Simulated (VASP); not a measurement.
Pd:

```
Pd
1.0
    -1.59297    1.59297    1.59297
     1.59297   -1.59297    1.59297
     1.59297    1.59297   -1.59297
Pd
1
Cartesian
  0.0000 0.0000 0.0000
```

This cell differs from its parent crystal: volume scaled by 1.04.

Base run:

```yaml
Program: VASP 6.6.1
Functional: PBE
Potentials_or_basis: VASP PAW PBE potentials, release 64 (Pd)
Cutoff: 520 eV
k_mesh: 12 × 12 × 12
Occupations: fermi-dirac, width 0.05 eV
Spin: no spin polarisation
```

Its results: band gap on the k mesh zero (band 5 reaches 8.82 eV, above the bottom of band 6 at 7.38 eV); pressure -6.9 GPa.

The run is repeated on the same cell with these changes: functional from PBE to r2SCAN. What comes out?

Band gap on the k mesh zero (band 5 reaches 8.69 eV, above the bottom of band 6 at 7.15 eV); pressure -10.4 GPa.

Caveats: the PAW data sets were made with another functional, which shifts forces and pressure a little (some runs).
